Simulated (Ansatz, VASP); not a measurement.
**Two plane-wave programs on Al2Cu**

INCAR

```
SYSTEM = Al2Cu
PREC = Accurate
ENCUT = 520
EDIFF = 1E-7
ISMEAR = 0
SIGMA = 0.15
LREAL = .False.
LASPH = .True.
NELM = 100
ALGO = Fast
ISIF = 2
LWAVE = .False.
LCHARG = .True.
GGA = PE
LELF = .True.
LVHAR = .True.
NBANDS = 16
```

The input KPOINTS:

```
regular mesh
0
Gamma
  14 14 14
  0 0 0
```

Contents of POSCAR:

```
Al2Cu
1.0
   -1.9730394653      1.9730394653      3.0937994815
    1.9730394653     -1.9730394653      3.0937994815
    1.9730394653      1.9730394653     -3.0937994815
Al Cu
2 1
Direct
    0.7500000000      0.2500000000      0.5000000000
    0.2500000000      0.7500000000      0.5000000000
    0.5000000000      0.5000000000      0.0000000000
```

Input for Ansatz:

```yaml
crystal:
  lattice:
    - [-1.9730394653, 1.9730394653, 3.0937994815]
    - [1.9730394653, -1.9730394653, 3.0937994815]
    - [1.9730394653, 1.9730394653, -3.0937994815]
  atoms:
    - { symbol: Al, position: [0.75, 0.25, 0.5] }
    - { symbol: Al, position: [0.25, 0.75, 0.5] }
    - { symbol: Cu, position: [0.5, 0.5, 0.0] }
basis:
  ecutwfc: 520.0
kpoints:
  mp_grid: { grid: [14, 14, 14] }
hamiltonian:
  xc: pbe
  pseudopotentials: { kind: paw, azcp: { folder: soft_1 } }
scf:
  occupations: { method: gaussian, width: 0.15 }
output:
  forces: true
  stress: true
  eigenvalues: true
```

Change from the starting cell: strain +e along x and -e along y +0.0000, strain +e along z and -e/2 along x and y +0.0700.

Alike in both runs: task single point; functional PBE; k mesh 14 × 14 × 14; occupations gaussian, width 0.15 eV; no spin polarisation.

|  | VASP | Ansatz |
| --- | --- | --- |
| version | VASP 6.6.1 | Ansatz 0.2.0 |
| potentials or method | VASP PAW PBE potentials, release 64 (Al, Cu), cutoff 520 eV | scalar-relativistic, plane waves, PAW |
| valence electrons in the cell | 17 | 25 |

|  | VASP | Ansatz | Ansatz less VASP |
| --- | --- | --- | --- |
| gap on the k mesh at the Fermi level (eV) | none | none | - |
| pressure (GPa) | 1.0 | 0.8 | -0.23 |
| traceless stress, the component that is largest in VASP (GPa) | -5.17 | -5.23 | -0.063 |

A gap of «none» marks a metal or a gap that the smearing closes. The functional is the same, so the differences come from potentials, cutoffs and numerics. VASP's potentials hold 17 valence electrons a cell and Ansatz's 25, so a difference there can come from the potentials and not from the codes.
